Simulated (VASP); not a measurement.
MgO: single point with LDA

Crystal: MgO.

```
Mg O
1.0
     5.52307    0.00000    0.00000
     0.00000    5.52307    0.00000
     0.00000    0.00000    5.52307
Mg O
6 6
Direct
  0.25000 0.99479 0.50000
  0.00000 0.50521 0.25000
  0.50000 0.75000 0.00000
  0.75000 0.99479 0.50000
  0.00000 0.50521 0.75000
  0.50000 0.25000 0.00000
  0.25000 0.50406 0.00000
  0.50000 0.99594 0.25000
  0.00000 0.75000 0.50000
  0.75000 0.50406 0.00000
  0.50000 0.99594 0.75000
  0.00000 0.25000 0.50000
```

This cell differs from its parent crystal: mode 14 frozen in at -0.029 Å and mode 24 at +0.000 Å (largest displacements).

```
Program             : VASP 6.6.1
Task                : single point
Functional          : LDA
Potentials or basis : VASP PAW LDA potentials, release 64 (Mg, O)
Cutoff              : 520 eV
k mesh              : 4 × 4 × 4
Occupations         : gaussian, width 0.05 eV
Spin                : no spin polarisation
```

```yaml
Pressure: -0.7 GPa
Largest_force: 0.366 eV/Å
Band_gap_on_the_k_mesh: 2.85 eV, indirect (the least direct gap lies 0.7 meV higher)
```

Forces on the atoms (eV/Å):
```
Mg   0.018  0.366  0.000
Mg   0.000 -0.366 -0.018
Mg   0.000  0.000  0.000
Mg  -0.018  0.366  0.000
Mg   0.000 -0.366  0.018
Mg   0.000  0.000  0.000
O   -0.010 -0.188  0.000
O    0.000  0.188  0.010
O    0.000  0.000  0.000
O    0.010 -0.188  0.000
O    0.000  0.188 -0.010
O    0.000  0.000  0.000
```

Levels at points of the mesh, in eV from the valence-band top:
| k point | band 21 | band 22 | band 23 | band 24 | band 25 | band 26 | band 27 | band 28 |
| --- | --- | --- | --- | --- | --- | --- | --- | --- |
| (0.00, 0.00, 0.00) | -0.65 | -0.01 | -0.01 | 0.00 | 2.85 | 5.83 | 8.03 | 8.03 |
| (0.50, 0.00, 0.00) | -0.63 | -0.62 | -0.01 | 0.00 | 4.79 | 4.79 | 7.60 | 7.61 |
| (0.00, 0.50, 0.00) | -0.63 | -0.63 | -0.01 | -0.01 | 4.77 | 4.81 | 7.54 | 7.67 |
| (0.50, 0.50, 0.00) | -0.66 | -0.63 | -0.46 | -0.01 | 5.75 | 5.75 | 5.78 | 6.84 |
| (0.50, 0.00, 0.50) | -0.60 | -0.60 | -0.50 | 0.00 | 5.75 | 5.75 | 5.78 | 6.84 |
| (0.50, 0.50, 0.50) | -0.88 | -0.88 | -0.83 | -0.83 | 6.29 | 6.29 | 7.47 | 7.50 |

Run time: 72 s on 1 thread of Intel(R) Xeon(R) Platinum 8559C (Emerald Rapids), on a shared host, peak memory 0.25 GiB.

Caveat: the cell differs from its parent crystal (mode 14 frozen in at -0.029 Å and mode 24 at +0.000 Å (largest displacements)).
